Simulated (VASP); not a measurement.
# Zn4S3N (a cell with a defect) in VASP: single point with PBEsol

Aim: the single point of Zn4S3N (a cell with a defect) with PBEsol.

Everything below comes from runs of VASP 6.6.1. Logs are shortened: lines on timing, memory, paths and dates and some standing lists are left out, and cuts for length are marked.

### Step 1. The cell of the first run

The cell holds a defect, 16 atoms: a = 7.575 Å, b = 7.575 Å, c = 7.575 Å, α = 60.00°, β = 60.00°, γ = 60.00°.

### Step 2. Single point, PBEsol

Input file INCAR:

```
  PREC = Accurate
  ENCUT = 520
  EDIFF = 1E-7
  ISMEAR = -1
  SIGMA = 0.05
  LREAL = Auto
  LASPH = True
  NELM = 80
  ALGO = Normal
  ISIF = 2
  LWAVE = False
  LCHARG = True
  GGA = PS
  LELF = True
  LVHAR = True
  NBANDS = 85
```

Input file KPOINTS:

```
Automatic mesh
0
Gamma
  2 2 2
  0.5 0.5 0.5
```

Input file POSCAR:

```
Zn4S3N
1.0
    0.0000000000      5.3562680000      5.3562680000
    5.3562680000      0.0000000000      5.3562680000
    5.3562680000      5.3562680000      0.0000000000
Zn S N
8 6 2
Direct
    0.0056430000      0.9871490000      0.0003870000
    0.4928930000      0.5062490000      0.4899590000
    0.9930010000      0.0020120000      0.5044050000
    0.5060330000      0.4964820000      0.9969080000
    0.0078890000      0.4995270000      0.9913310000
    0.4974180000      0.0080420000      0.4928920000
    0.5097670000      0.9935790000      0.9924810000
    0.0067920000      0.4967900000      0.4909260000
    0.1206800000      0.1384700000      0.1229840000
    0.6440290000      0.6119520000      0.1300020000
    0.1185450000      0.6268330000      0.1313010000
    0.6337110000      0.1170820000      0.6172870000
    0.6282360000      0.1237890000      0.1271680000
    0.1359920000      0.6161600000      0.6275790000
    0.6170720000      0.6299040000      0.6326360000
    0.1331070000      0.1176870000      0.6277740000
```

Potentials or basis: VASP PAW PBE potentials, release 64 (Zn, S, N).

Started as:

```bash
$ cat potpaw_PBE.64/Zn/POTCAR potpaw_PBE.64/S/POTCAR potpaw_PBE.64/N/POTCAR > POTCAR
$ mpirun -np 1 vasp_std > vasp.out
```

OUTCAR:

```text
PREC = Accurate
   ENCUT = 520
   EDIFF = 1E-7
   ISMEAR = -1
   LREAL = Auto
   LASPH = True
   NELM = 80
   ISIF = 2
   GGA = PS

 ion  position               nearest neighbor table
   1  0.006  0.987  0.000-  11 2.23  16 2.31  13 2.34   9 2.41
   2  0.493  0.506  0.490-  14 2.21  10 2.24  12 2.41
   3  0.993  0.002  0.504-  12 2.22  16 2.35   9 2.36  14 2.39
   4  0.506  0.496  0.997-  15 2.25  13 2.31  10 2.39  11 2.40
   5  0.008  0.500  0.991-   9 2.23  14 2.25  10 2.25  11 2.34
   6  0.497  0.008  0.493-  16 2.26  13 2.26  12 2.29  15 2.34
   7  0.510  0.994  0.992-  12 2.32  10 2.36  13 2.37   9 2.41
   8  0.007  0.497  0.491-  11 2.23  16 2.35  14 2.38  15 2.41
   9  0.121  0.138  0.123-   5 2.23   3 2.36   7 2.41   1 2.41
  10  0.644  0.612  0.130-   2 2.24   5 2.25   7 2.36   4 2.39
  11  0.119  0.627  0.131-   8 2.23   1 2.23   5 2.34   4 2.40
  12  0.634  0.117  0.617-   3 2.22   6 2.29   7 2.32   2 2.41
  13  0.628  0.124  0.127-   6 2.26   4 2.31   1 2.34   7 2.37
  14  0.136  0.616  0.628-   2 2.21   5 2.25   8 2.38   3 2.39
  15  0.617  0.630  0.633-   4 2.25   6 2.34   8 2.41
  16  0.133  0.118  0.628-   6 2.26   1 2.31   8 2.35   3 2.35

  LATTYP: Found a face centered cubic cell.
 ALAT       =    10.7125360000

  Lattice vectors:

 A1 = (   0.0000000000,   5.3562680000,   5.3562680000)
 A2 = (   5.3562680000,   0.0000000000,   5.3562680000)
 A3 = (   5.3562680000,   5.3562680000,   0.0000000000)

Analysis of symmetry for initial positions (statically):
=====================================================================
 Subroutine PRICEL returns:
 Original cell was already a primitive cell.

 Routine SETGRP: Setting up the symmetry group for a
 face centered cubic supercell.

 Subroutine GETGRP returns: Found  1 space group operations
 (whereof  1 operations were pure point group operations)
 out of a pool of 48 trial point group operations.

The static configuration has the point symmetry C_1 .

Analysis of symmetry for dynamics (positions and initial velocities):
=====================================================================
 Subroutine PRICEL returns:
 Original cell was already a primitive cell.

 Routine SETGRP: Setting up the symmetry group for a
 face centered cubic supercell.

 Subroutine GETGRP returns: Found  1 space group operations
 (whereof  1 operations were pure point group operations)
 out of a pool of 48 trial point group operations.

The dynamic configuration has the point symmetry C_1 .

[... 121 lines left out ...]
   IBRION =     -1    ionic relax: 0-MD 1-quasi-New 2-CG
   NFREE  =      0    steps in history (QN), initial steepest desc. (CG)
   ISIF   =      2    stress and relaxation
   ISYM   =      2    0-nonsym 1-usesym 2-fastsym
   POTIM  = 0.5000    time-step for ionic-motion
   TEBEG  =    0.0;   TEEND  =   0.0 temperature during run
   PSTRESS=    0.0 pullay stress
   NELECT =     142.0000    total number of electrons
   NUPDOWN=      -1.0000    fix difference up-down
   EMIN   =  10.00;   EMAX   =-10.00  energy-range for DOS
   EFERMI =   0.00;   METHOD = LEGACY
   ISMEAR =    -1;   SIGMA  =   0.05  broadening in eV -4-tet -1-fermi 0-gaus
   EFERMI_NEDOS =   21; number of points for ismear=-14 and -15
   IALGO  =     38    algorithm
   IMIX   =      4    mixing-type and parameters
     AMIX     =   0.40;   BMIX     =  1.00
     AMIX_MAG =   1.60;   BMIX_MAG =  1.00
  volume/ion in A,a.u.               =      19.21       129.63
  Fermi-wavevector in a.u.,A,eV,Ry     =   1.265606  2.391649 21.793260  1.601759
  Thomas-Fermi vector in A             =   2.398851
   LORBIT       =      0    0 simple, 1 ext, 2 COOP (PROOUT), +10 PAW based schemes
   GGA     = PS    functional components
   LHFCALC =     F    Hartree Fock is set to
   AEXX    =    0.0000 exact exchange contribution
   IVDW    =     0    specifies the selected vdW correction
   LEPSILON=     F    determine dielectric tensor
   LRPA    =     F    only Hartree local field effects (RPA)
 non-spin polarized calculation
  energy-cutoff  :      520.00
  volume of cell :      307.34
 maximum number of plane-waves:      8292
   NGX = 29   NGY = 29   NGZ = 29

 number of electron     142.0000024 magnetization

 Free energy of the ion-electron system (eV)
  ---------------------------------------------------
  ext. energy  EPLUGINS =         0.00000000
  ---------------------------------------------------
  free energy    TOTEN  =       -59.42032931 eV

  energy without entropy =      -59.35116971  energy(sigma->0) =      -59.38574951

 E-fermi :   1.4661     XC(G=0):  -9.7581

 val. band max:        1.4605262009   @ k =   0.2500   0.5000   0.0000
 cond. band min:       1.4897618539   @ k =  -0.2500   0.5000   0.5000
 fundamental gap:      0.0292356530
 Fermi energy:         1.4661009120

 k-point     1 :       0.2500    0.2500    0.2500
  band No.  band energies     occupation
      1     -11.8292      2.00000
      2     -11.2704      2.00000
      3     -11.1222      2.00000
      4     -10.9902      2.00000
      5     -10.8728      2.00000
      6     -10.7336      2.00000
[... 1365 lines left out ...]
     82       6.7821      0.00000
     83       7.1562      0.00000
 [bands above 83 left out]

------------------------ aborting loop because EDIFF is reached ----------------------------------------

  FORCE on cell =-STRESS in cart. coord.  units (eV):
  Direction    XX          YY          ZZ          XY          YZ          ZX
  --------------------------------------------------------------------------------------
  -------------------------------------------------------------------------------------
  Total      -10.7077322    -10.9434880    -10.0226443     -0.1150323     -0.7884409     -1.6250210
  in kB      -55.8201746    -57.0491865    -52.2487627     -0.5996715     -4.1101990     -8.4713508
  external PRESSURE =     -55.0393746 kB  Pullay stress =       0.0000000 kB

 VOLUME and BASIS-vectors are now :
 -----------------------------------------------------------------------------
  energy-cutoff  :      520.00
  volume of cell :      307.34
      direct lattice vectors                 reciprocal lattice vectors
     0.000000000  5.356268000  5.356268000    -0.093348578  0.093348578  0.093348578
     5.356268000  0.000000000  5.356268000     0.093348578 -0.093348578  0.093348578
     5.356268000  5.356268000  0.000000000     0.093348578  0.093348578 -0.093348578

 POSITION                                       TOTAL-FORCE (eV/Angst)
 -----------------------------------------------------------------------------------
      5.28951      0.03230      5.31766        -0.296042     -1.094757      1.475622
      5.33596      5.26442      5.35167         0.600353      1.661805      0.785546
      2.71251      8.02051      5.32956         0.297714      1.239529      1.293206
      7.99900      8.05015      5.36974        -0.694014     -1.037144      1.030172
      7.98543      5.35209      2.71786         0.228978      0.275532      0.212805
      2.68314      5.30437      2.70738         0.170017      0.065056     -2.110022
[... 8 lines left out ...]
      6.76250      6.69377      6.67914        -0.038135      0.150546     -0.182394
      3.99289      4.07548      1.34332        -0.000561     -0.112075     -0.139308
 -----------------------------------------------------------------------------------
    total drift:                               -0.004675     -0.003444      0.003659

  FREE ENERGIE OF THE ION-ELECTRON SYSTEM (eV)
  ---------------------------------------------------
  free  energy   TOTEN  =       -59.4203293148 eV

  energy  without entropy=      -59.3511697087  energy(sigma->0) =      -59.38574951
```

stdout:

```text
POSCAR found type information on POSCAR ZnS N
 POSCAR found :  3 types and      16 ions
 scaLAPACK will be used
 -----------------------------------------------------------------------------
|                                                                             |
|                                                                             |
|     You enforced a specific xc type in the INCAR file but a different       |
|     I HOPE YOU KNOW WHAT YOU ARE DOING!                                     |
|                                                                             |
 -----------------------------------------------------------------------------

 LDA part: xc-table for (Slater+PW92), standard interpolation
 POSCAR, INCAR and KPOINTS ok, starting setup
 FFT: planning ... GRIDC
 FFT: planning ... GRID_SOFT
 FFT: planning ... GRID
 WAVECAR not read
 entering main loop
```

Wall time 43 min (1 thread of Oxide Virtual Turin-like, shared host); peak memory 0.53 GiB.

Results:

* Free energy: -59.4203 eV
* Pressure: -5.5 GPa
* Largest force: 2.118 eV/Å
* Band gap on the k mesh: zero (bands 71 and 72 overlap by 0.36 eV)

Forces on the atoms (eV/Å):
```
Zn  -0.296 -1.095  1.476
Zn   0.600  1.662  0.786
Zn   0.298  1.240  1.293
Zn  -0.694 -1.037  1.030
Zn   0.229  0.276  0.213
Zn   0.170  0.065 -2.110
Zn   0.332 -0.018 -0.196
Zn   0.423  0.571 -1.875
S   -0.961  0.757 -0.458
S    0.162 -1.164 -0.028
S   -0.815  0.225  0.330
S    0.808 -0.169 -0.135
S   -0.459 -0.385  0.035
S    0.242 -0.967 -0.040
N   -0.038  0.151 -0.182
N   -0.001 -0.112 -0.139
```

Levels at points of the mesh, in eV from the Fermi level:
| k point | band 67 | band 68 | band 69 | band 70 | band 71 | band 72 | band 73 | band 74 | band 75 | band 76 |
| --- | --- | --- | --- | --- | --- | --- | --- | --- | --- | --- |
| (0.25, 0.25, 0.25) | -0.60 | -0.56 | -0.49 | -0.34 | 0.18 | 0.32 | 2.42 | 3.13 | 3.31 | 3.59 |

Caveat: the k points lie up to 0.51 Å⁻¹ apart; the PAW data sets were made with another functional, which shifts forces and pressure a little.
